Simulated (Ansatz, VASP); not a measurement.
Two plane-wave programs on Hf7ScN8

```
N Sc Hf
1.0
    -4.54101    4.54171    0.00019
    -4.54136   -0.00017    4.54236
    -0.00011    4.54179    4.54208
N Sc Hf
8 1 7
Cartesian
  -6.8042 6.8026 6.8190
  -4.5323 4.5308 6.8196
  -4.5326 6.8032 4.5471
  -6.8039 4.5308 4.5471
  -2.2597 4.5314 4.5472
  -4.5320 2.2578 4.5467
  -4.5314 4.5309 2.2735
  -2.2625 2.2607 2.2764
  -4.5326 4.5316 4.5479
  -4.5324 -0.0103 4.5478
  -2.2616 6.8022 4.5474
  -6.8028 9.0728 6.8186
  -9.0732 6.8028 6.8188
  -4.5328 6.8022 6.8183
  -2.2624 4.5319 2.2763
  -6.8025 6.8019 4.5476
```

Alike in both runs: functional PBE; k mesh 3 × 3 × 3; occupations gaussian, width 0.1 eV; no spin polarisation.

Ansatz relaxed the structure, and its values are those at the end. VASP's run is a single point on that final structure, the one shown.

|  | VASP | Ansatz |
| --- | --- | --- |
| version | VASP 6.6.1 | Ansatz 0.2.0 |
| potentials or method | VASP PAW PBE potentials, release 64 (N, Sc_sv, Hf_pv), cutoff 600 eV | scalar-relativistic, plane waves, PAW |
| valence electrons in the cell | 121 | 233 |

```tsv
	VASP	Ansatz	Ansatz less VASP
gap on the k mesh at the Fermi level (eV)	none	none	-
pressure (GPa)	-2.3	-0.2	+2.04
rms of the force components (eV/Å)	0.032	0.007	-0.0251
```

A gap of «none» marks a metal or a gap that the smearing closes. The functional is the same, so the differences come from potentials, cutoffs and numerics. VASP's potentials hold 121 valence electrons a cell and Ansatz's 233, so a difference there can come from the potentials and not from the codes.

The k mesh is coarse, so the values compare programs but aren't converged. Spin-orbit coupling is off throughout.
